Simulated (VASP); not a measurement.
Runs of VASP 6.6.1 on HfC. The structure is that of space group Fm-3m (No. 225), or close to it. The cells are those of the table. 

```csv
task,level,cell,k mesh,cutoff (eV),screening parameter,gap on the mesh (eV),pressure (GPa)
single point,HSE06,"a = 3.310 Å, angles 60.0°, 2 atoms",6 × 6 × 6,520,0.2079 1/Å,none,-8.7
relaxation of cell and atoms,PBEsol-based screened hybrid with 25 % exact exchange,"relaxed from a = 3.288 Å, angles 60.0°, 2 atoms",5 × 5 × 5,600,0.207 1/Å,none,0.0
single point,PBEsol-based screened hybrid with 25 % exact exchange,"a = 3.264 Å, angles 60.0°, 2 atoms",5 × 5 × 5,520,0.207 1/Å,none,-2.9
single point,PBE0,"a = 3.310 Å, angles 60.0°, 2 atoms",6 × 6 × 6,520,-,none,(a)
```

Alike in all rows: potentials or basis VASP PAW PBE potentials, release 64 (Hf_pv, C); no spin polarisation; smearing fermi-dirac 0.05 eV.

Task: Fill in the values left out.

Result: (a) -9.2.

Caveats: all runs use coarse meshes; the PAW data sets were made with another functional, which shifts forces and pressure a little; spin-orbit coupling is left out, which moves the levels of the heavy elements.

A k mesh can miss the band edges, and the runs leave out spin-orbit coupling on Hf.

A gap of «none» marks levels without a gap at the run's occupations.
